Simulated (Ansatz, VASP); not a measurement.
**Two plane-wave programs on Ru**

The input INCAR:

```
SYSTEM = Ru
PREC = Accurate
ENCUT = 520
EDIFF = 1E-6
ISMEAR = -1
SIGMA = 0.1
LREAL = .FALSE.
LASPH = .TRUE.
NELM = 60
ALGO = Normal
ISIF = 2
LWAVE = .FALSE.
LCHARG = .FALSE.
NBANDS = 36
```

File KPOINTS:

```
Automatic mesh
0
G
  14 9 8
  0 0 0
```

POSCAR

```
Ru
1.0
   -1.3376082022      2.3168053669      0.0000000000
    0.0000000000      0.0000000000      4.2244496844
    4.0128246067      2.3168053669      0.0000000000
Ru
4
Direct
    0.5000000000      0.2500000000      0.1666666670
    0.0000000000      0.2500000000      0.6666666670
    0.0000000000      0.7500000000      0.3333333330
    0.5000000000      0.7500000000      0.8333333330
```

Input for Ansatz:

```yaml
crystal:
  lattice:
    - [-1.3376082022, 2.3168053669, 0.0]
    - [0.0, 0.0, 4.2244496844]
    - [4.0128246067, 2.3168053669, 0.0]
  atoms:
    - { symbol: Ru, position: [0.5, 0.25, 0.166666667] }
    - { symbol: Ru, position: [0.0, 0.25, 0.666666667] }
    - { symbol: Ru, position: [0.0, 0.75, 0.333333333] }
    - { symbol: Ru, position: [0.5, 0.75, 0.833333333] }
kpoints:
  mp_grid: { grid: [14, 9, 8] }
scf:
  occupations: { method: fermi_dirac, width: 0.1 }
hamiltonian:
  xc: lda
  pseudopotentials: { kind: paw }
output:
  forces: true
  stress: true
  eigenvalues: true
```

Alike in both runs: task single point; functional LDA; k mesh 14 × 9 × 8; occupations fermi-dirac, width 0.1 eV; no spin polarisation.

|  | VASP | Ansatz |
| --- | --- | --- |
| version | VASP 6.6.1 | Ansatz 0.2.0 |
| potentials or method | VASP PAW LDA potentials, release 64 (Ru_pv) | PAW with Ansatz's default frozen-core files, scalar-relativistic |
| plane-wave cutoff (eV) | 520 | 420 |
| valence electrons in the cell | 56 | 64 |

```tsv
	VASP	Ansatz	Ansatz less VASP
pressure (GPa)	1.0	0.1	-0.98
traceless stress, the component that is largest in VASP (GPa)	0.17	0.20	+0.029
rms of the force components (eV/Å)	0.006	0.006	-0.0002
```

LDA's correlation is that of Perdew and Zunger in VASP and of Perdew and Wang (1992) in Ansatz. Atom by atom the forces differ by 0.000 eV/Å (rms over components). VASP's potentials hold 56 valence electrons a cell and Ansatz's 64, so a difference there can come from the potentials and not from the codes.
